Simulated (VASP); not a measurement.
# BAs (I-4m2) in VASP: further runs

The runs below take BAs through single point, with r2SCAN, HSE06.

Program: VASP 6.6.1. These are calculated values, not measurements. Logs are shortened: lines on timing, memory, paths and dates and some standing lists are left out, and cuts for length are marked.

## (1) The cell of the first run

The structure is tetragonal, space group I-4m2 (No. 119). The conventional cell has a = 3.349 Å, b = 3.349 Å, c = 4.806 Å, α = 90.00°, β = 90.00°, γ = 90.00°. Within 2.7 Å of B (site symmetry -4m2) lie 4 As at 2.06 Å. Within 2.7 Å of As (site symmetry -4m2) lie 4 B at 2.06 Å.

## (2) Single point, r2SCAN, non-collinear spin, zero start, spin-orbit coupling (epitaxial xy strain -1.0%)

Contents of POSCAR:

```
BAs
1.0
    0.0000000000      2.3679489280      2.4029739393
    2.3679489280      0.0000000000      2.4029739393
    2.3679489280      2.3679489280      0.0000000000
B As
1 1
Direct
    0.0000000000      0.0000000000      0.0000000000
    0.2500000000      0.2500000000      0.2500000000
```

Contents of INCAR.step1:

```
SYSTEM = BAs
ALGO = Normal
EDIFF = 1E-4
ENCUT = 520
GGA = PE
GGA_COMPAT = .False.
ISMEAR = -1
LASPH = .True.
LCHARG = .False.
LREAL = .False.
LSORBIT = .True.
LWAVE = .True.
MAGMOM = 0 0 0 0 0 0
NBANDS = 20
NELM = 150
PREC = Accurate
SIGMA = 0.02
```

Contents of INCAR.step2:

```
SYSTEM = BAs
ALGO = Normal
EDIFF = 1E-7
ENCUT = 520
GGA_COMPAT = .False.
ISIF = 2
ISMEAR = -1
ISTART = 1
LASPH = .True.
LCHARG = .False.
LMIXTAU = .True.
LORBIT = 11
LORBMOM = .True.
LREAL = .False.
LSORBIT = .True.
LWAVE = .False.
MAGMOM = 0 0 0 0 0 0
METAGGA = R2SCAN
NBANDS = 20
NELM = 150
PREC = Accurate
SIGMA = 0.02
```

Contents of KPOINTS:

```
k-points
0
Gamma
  10 10 10
  0 0 0
```

Potentials or basis: VASP PAW PBE potentials, release 64 (B, As).

Launch:

```console
cat potpaw_PBE.64/B/POTCAR potpaw_PBE.64/As/POTCAR > POTCAR
cp INCAR.step1 INCAR
mpirun -np 1 vasp_ncl > vasp.out
cp INCAR.step2 INCAR
mpirun -np 1 vasp_ncl > vasp.out
```

OUTCAR:

```text
SYSTEM = BAs
   EDIFF = 1E-7
   ENCUT = 520
   ISIF = 2
   ISMEAR = -1
   ISTART = 1
   LASPH = .True.
   LORBIT = 11
   LREAL = .False.
   LSORBIT = .True.
   METAGGA = R2SCAN
   NELM = 150
   PREC = Accurate

 ion  position               nearest neighbor table
   1  0.000  0.000  0.000-   2 2.06   2 2.06   2 2.06   2 2.06
   2  0.250  0.250  0.250-   1 2.06   1 2.06   1 2.06   1 2.06

  LATTYP: Found a body centered tetragonal cell.
 ALAT       =     3.3487854890
 C/A-ratio  =     1.4351316005

  Lattice vectors:

 A1 = (  -2.3679489280,   0.0000000000,   2.4029739393)
 A2 = (   2.3679489280,   0.0000000000,   2.4029739393)
 A3 = (   0.0000000000,   2.3679489280,  -2.4029739393)

Analysis of symmetry for initial positions (statically):
=====================================================================
 Subroutine PRICEL returns:
 Original cell was already a primitive cell.

 Routine SETGRP: Setting up the symmetry group for a
 body centered tetragonal supercell.

 Subroutine GETGRP returns: Found  8 space group operations
 (whereof  8 operations were pure point group operations)
 out of a pool of 16 trial point group operations.

The static configuration has the point symmetry D_2d.

Analysis of symmetry for dynamics (positions and initial velocities):
=====================================================================
 Subroutine PRICEL returns:
 Original cell was already a primitive cell.

 Routine SETGRP: Setting up the symmetry group for a
 body centered tetragonal supercell.

 Subroutine GETGRP returns: Found  8 space group operations
 (whereof  8 operations were pure point group operations)
 out of a pool of 16 trial point group operations.

The dynamic configuration has the point symmetry D_2d.

Analysis of structural, dynamic, and magnetic symmetry:
=====================================================================
 Subroutine PRICEL returns:
 Original cell was already a primitive cell.

 Routine SETGRP: Setting up the symmetry group for a
 body centered tetragonal supercell.

 Subroutine GETGRP returns: Found  8 space group operations
 (whereof  8 operations were pure point group operations)
 out of a pool of 16 trial point group operations.

The overall configuration has the point symmetry D_2d.

 Subroutine INISYM returns: Found  8 space group operations
 (whereof  8 operations are pure point group operations),
 and found     1 'primitive' translations

----------------------------------------------------------------------------------------

                                     Primitive cell

  volume of cell :      26.9478

  direct lattice vectors                    reciprocal lattice vectors
     0.000000000  2.367948928  2.402973939    -0.211153203  0.211153203  0.208075498
     2.367948928  0.000000000  2.402973939     0.211153203 -0.211153203  0.208075498
     2.367948928  2.367948928  0.000000000     0.211153203  0.211153203 -0.208075498

  length of vectors
     3.373642820  3.373642820  3.348785489     0.363959837  0.363959837  0.363959837

  position of ions in fractional coordinates (direct lattice)
     0.000000000  0.000000000  0.000000000
     0.250000000  0.250000000  0.250000000

  ion indices of the primitive-cell ions
   primitive index   ion index
                 1           1
                 2           2

----------------------------------------------------------------------------------------

 KPOINTS: k-points

Automatic generation of k-mesh.
 Grid dimensions read from file:
 generate k-points for:   10   10   10

 Generating k-lattice:

  Cartesian coordinates                     Fractional coordinates (reciprocal lattice)
    -0.021115320  0.021115320  0.020807550     0.100000000  0.000000000  0.000000000
     0.021115320 -0.021115320  0.020807550     0.000000000  0.100000000  0.000000000
     0.021115320  0.021115320 -0.020807550    -0.000000000 -0.000000000  0.100000000

  Length of vectors
     0.036395984  0.036395984  0.036395984

[... 97 lines left out ...]

 Free energy of the ion-electron system (eV)
  ---------------------------------------------------
  ext. energy  EPLUGINS =         0.00000000
  ---------------------------------------------------
  free energy    TOTEN  =       -22.25973187 eV

  energy without entropy =      -22.25973187  energy(sigma->0) =      -22.25973187

 E-fermi :   6.7234     XC(G=0): -11.1844

 val. band max:        6.2682230428   @ k =   0.0000   0.0000   0.0000
 cond. band min:       7.4413639193   @ k =   0.4000   0.0000   0.4000
 fundamental gap:      1.1731408766
 Fermi energy:         6.7234036457

 k-point     1 :       0.0000    0.0000    0.0000
  band No.  band energies     occupation
      1     -10.1149      1.00000
      2     -10.1149      1.00000
      3       5.9770      1.00000
      4       5.9770      1.00000
      5       6.1938      1.00000
      6       6.1938      1.00000
[... 541 lines left out ...]
     19      18.7009      0.00000
     20      18.7191      0.00000

 [... further k-points ...]

------------------------ aborting loop because EDIFF is reached ----------------------------------------

  FORCE on cell =-STRESS in cart. coord.  units (eV):
  Direction    XX          YY          ZZ          XY          YZ          ZX
  --------------------------------------------------------------------------------------
  -------------------------------------------------------------------------------------
  Total        0.6172311      0.6172311      0.0475812      0.0000000      0.0000000      0.0000000
  in kB       36.6973489     36.6973489      2.8289329      0.0000000      0.0000000      0.0000000
  external PRESSURE =      25.4078769 kB  Pullay stress =       0.0000000 kB

 VOLUME and BASIS-vectors are now :
 -----------------------------------------------------------------------------
  energy-cutoff  :      520.00
  volume of cell :       26.95
      direct lattice vectors                 reciprocal lattice vectors
     0.000000000  2.367948928  2.402973939    -0.211153203  0.211153203  0.208075498
     2.367948928  0.000000000  2.402973939     0.211153203 -0.211153203  0.208075498
     2.367948928  2.367948928  0.000000000     0.211153203  0.211153203 -0.208075498

 POSITION                                       TOTAL-FORCE (eV/Angst)
 -----------------------------------------------------------------------------------
      0.00000      0.00000      0.00000         0.000000      0.000000      0.000000
      1.18397      1.18397      1.20149        -0.000000     -0.000000     -0.000000
 -----------------------------------------------------------------------------------
    total drift:                               -0.000000     -0.000000     -0.000000

  FREE ENERGIE OF THE ION-ELECTRON SYSTEM (eV)
  ---------------------------------------------------
  free  energy   TOTEN  =       -22.2597318653 eV

  energy  without entropy=      -22.2597318653  energy(sigma->0) =      -22.25973187

 orbital moment (x)

 # of ion     p       d       tot
 ----------------------------------------
  1        -0.000   0.000  -0.000
  2         0.000   0.000   0.000
 ----------------------------------------
            0.000   0.000   0.000

 orbital moment (y)

 # of ion     p       d       tot
 ----------------------------------------
  1        -0.000   0.000  -0.000
  2         0.000   0.000   0.000
 ----------------------------------------
           -0.000   0.000   0.000

 orbital moment (z)

 # of ion     p       d       tot
 ----------------------------------------
  1         0.000   0.000   0.000
  2         0.000   0.000   0.000
 ----------------------------------------
            0.000   0.000   0.000

 Spin-Orbit-Coupling matrix elements

 Ion:    1  E_soc:     -0.0000092
 l=   1
     0.0000000    -0.0000015    -0.0000016
    -0.0000015     0.0000000    -0.0000015
    -0.0000016    -0.0000015     0.0000000
 l=   2
     0.0000000     0.0000000     0.0000000     0.0000000     0.0000000
     0.0000000     0.0000000     0.0000000     0.0000000     0.0000000
     0.0000000     0.0000000     0.0000000     0.0000000     0.0000000
     0.0000000     0.0000000     0.0000000     0.0000000     0.0000000
     0.0000000     0.0000000     0.0000000     0.0000000     0.0000000
 l=   3
     0.0000000     0.0000000     0.0000000     0.0000000     0.0000000     0.0000000     0.0000000
     0.0000000     0.0000000     0.0000000     0.0000000     0.0000000     0.0000000     0.0000000
     0.0000000     0.0000000     0.0000000     0.0000000     0.0000000     0.0000000     0.0000000
     0.0000000     0.0000000     0.0000000     0.0000000     0.0000000     0.0000000     0.0000000
     0.0000000     0.0000000     0.0000000     0.0000000     0.0000000     0.0000000     0.0000000
     0.0000000     0.0000000     0.0000000     0.0000000     0.0000000     0.0000000     0.0000000
     0.0000000     0.0000000     0.0000000     0.0000000     0.0000000     0.0000000     0.0000000

 Ion:    2  E_soc:     -0.0204302
 l=   1
     0.0000000    -0.0033736    -0.0033885
    -0.0033736     0.0000000    -0.0033736
    -0.0033885    -0.0033736     0.0000000
 l=   2
     0.0000000    -0.0000132     0.0000000    -0.0000132    -0.0000130
    -0.0000132     0.0000000    -0.0000099    -0.0000136    -0.0000032
     0.0000000    -0.0000099     0.0000000    -0.0000099     0.0000000
    -0.0000132    -0.0000136    -0.0000099     0.0000000    -0.0000032
    -0.0000130    -0.0000032     0.0000000    -0.0000032     0.0000000
 l=   3
     0.0000000     0.0000000     0.0000000     0.0000000     0.0000000     0.0000000     0.0000000
     0.0000000     0.0000000     0.0000000     0.0000000     0.0000000     0.0000000     0.0000000
     0.0000000     0.0000000     0.0000000     0.0000000     0.0000000     0.0000000     0.0000000
     0.0000000     0.0000000     0.0000000     0.0000000     0.0000000     0.0000000     0.0000000
     0.0000000     0.0000000     0.0000000     0.0000000     0.0000000     0.0000000     0.0000000
     0.0000000     0.0000000     0.0000000     0.0000000     0.0000000     0.0000000     0.0000000
     0.0000000     0.0000000     0.0000000     0.0000000     0.0000000     0.0000000     0.0000000

 total charge

# of ion       s       p       d       tot
------------------------------------------
    1        0.671   1.179   0.000   1.849
    2        1.171   1.705   0.095   2.971
--------------------------------------------------
tot          1.842   2.884   0.095   4.821

 magnetization (x)

# of ion       s       p       d       tot
------------------------------------------
    1        0.000   0.000   0.000   0.000
    2       -0.000   0.000   0.000  -0.000
--------------------------------------------------
tot         -0.000   0.000   0.000  -0.000

 magnetization (y)

# of ion       s       p       d       tot
------------------------------------------
    1        0.000   0.000   0.000   0.000
    2        0.000   0.000   0.000   0.000
--------------------------------------------------
tot          0.000   0.000   0.000   0.000

 magnetization (z)

# of ion       s       p       d       tot
------------------------------------------
    1       -0.000   0.000   0.000  -0.000
    2        0.000   0.000  -0.000  -0.000
--------------------------------------------------
tot         -0.000   0.000  -0.000  -0.000
```

Wall time 12 min (1 thread of AMD EPYC 9R45 (Zen 5), shared host); peak memory 0.34 GiB.

Results:

```yaml
Free_energy: -22.2597 eV
Pressure: 2.5 GPa
Net_moment: 0.00 μB per cell
Valence_electrons_inside_the_program's_atomic_spheres: B 1.85; As 2.97
```

Moments on the atoms (μB; x, y, z):
```
B   0.00 0.00 0.00
As  0.00 0.00 0.00
```

Caveat: the cell differs from its parent crystal (epitaxial xy strain -1.0%); the PAW data sets were made with another functional, which shifts forces and pressure a little.

## (3) Single point, HSE06 (epitaxial xy strain -3.0%)

Contents of POSCAR:

```
BAs
1.0
    0.0000000000      2.3201115760      2.4249710624
    2.3201115760      0.0000000000      2.4249710624
    2.3201115760      2.3201115760      0.0000000000
B As
1 1
Direct
    0.0000000000      0.0000000000      0.0000000000
    0.2500000000      0.2500000000      0.2500000000
```

Contents of INCAR.step1:

```
SYSTEM = BAs
PREC = Accurate
ENCUT = 520
EDIFF = 1E-5
ISMEAR = 0
SIGMA = 0.01
LREAL = .FALSE.
LASPH = .TRUE.
NELM = 100
ALGO = Normal
ISIF = 2
LWAVE = .TRUE.
NBANDS = 11
GGA = PE
```

Contents of INCAR.step2:

```
SYSTEM = BAs
PREC = Accurate
ENCUT = 520
EDIFF = 1E-6
ISMEAR = 0
SIGMA = 0.01
LREAL = .FALSE.
LASPH = .TRUE.
NELM = 100
ALGO = Normal
ISIF = 2
LWAVE = .FALSE.
LCHARG = .TRUE.
GGA = PE
LHFCALC = .TRUE.
HFSCREEN = 0.2079
PRECFOCK = Normal
LELF = .TRUE.
LVHAR = .TRUE.
NBANDS = 11
ISTART = 1
```

Contents of KPOINTS:

```
Automatic mesh
0
G
  6 6 6
  0 0 0
```

Potentials or basis: VASP PAW PBE potentials, release 64 (B, As).

Launch:

```console
cat potpaw_PBE.64/B/POTCAR potpaw_PBE.64/As/POTCAR > POTCAR
cp INCAR.step1 INCAR
mpirun -np 1 vasp_std > vasp.out
cp INCAR.step2 INCAR
mpirun -np 1 vasp_std > vasp.out
```

Wall time 8.1 min (1 thread of AMD EPYC 9R45 (Zen 5), shared host); peak memory 0.24 GiB.

Results (log left out):

- Free energy: -13.1972 eV
- Pressure: 6.2 GPa
- Band gap on the k mesh: 1.56 eV (least direct gap 3.93 eV)

Stress tensor (GPa, compression positive):
```
 9.84  0.00  0.00
 0.00  9.84  0.00
 0.00  0.00 -1.07
```

Levels at points of the mesh, in eV from the valence-band top:
| k point | band 1 | band 2 | band 3 | band 4 | band 5 | band 6 | band 7 | band 8 | band 9 |
| --- | --- | --- | --- | --- | --- | --- | --- | --- | --- |
| (0.00, 0.00, 0.00) | -17.54 | -0.49 | 0.00 | 0.00 | 3.93 | 3.93 | 4.21 | 6.28 | 10.71 |
| (0.50, 0.00, 0.00) | -14.18 | -10.20 | -2.53 | -1.93 | 3.52 | 5.53 | 5.81 | 9.96 | 14.19 |
| (0.50, 0.50, 0.00) | -12.88 | -10.16 | -4.50 | -4.50 | 2.22 | 2.36 | 13.19 | 13.19 | 14.37 |
| (0.50, 0.00, 0.50) | -12.46 | -9.77 | -5.01 | -4.92 | 1.69 | 1.75 | 12.74 | 13.52 | 14.75 |

Caveat: the cell differs from its parent crystal (epitaxial xy strain -3.0%); the stress differs along the axes, from -1 to 10 GPa; the PAW data sets were made with another functional, which shifts forces and pressure a little.

[end of part 1 of 2]
